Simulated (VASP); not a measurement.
A run of VASP 6.6.1:

File INCAR:

```
PREC = Accurate
ENCUT = 520
EDIFF = 1E-6
ISMEAR = -1
SIGMA = 0.1
LREAL = F
LASPH = T
NELM = 80
ALGO = Normal
ISIF = 2
LWAVE = F
LCHARG = T
GGA = PE
LELF = T
LVHAR = T
NBANDS = 13
```

The input KPOINTS:

```
Automatic mesh
0
Gamma
  18 18 18
```

File POSCAR:

```
W
1.0
    0.0000000000      1.7753340210      1.7753340210
    1.7753340210      0.0000000000      1.7753340210
    1.7753340210      1.7753340210      0.0000000000
W
1
Direct
    0.0000000000      0.0000000000      0.0000000000
```

Potentials or basis: VASP PAW PBE potentials, release 64 (W_sv).

The run is started by

```bash
$ cat potpaw_PBE.64/W_sv/POTCAR > POTCAR
$ mpirun -np 1 vasp_std > vasp.out
```

Hardware: 1 thread of Intel Xeon 6975P-C (shared host).

Problem. Estimate the wall time of this run.

Solution. Run time: 23 s on 1 thread of Intel Xeon 6975P-C, with other jobs on the host, peak memory 0.15 GiB. Counts: scf iterations 11, k points 195.
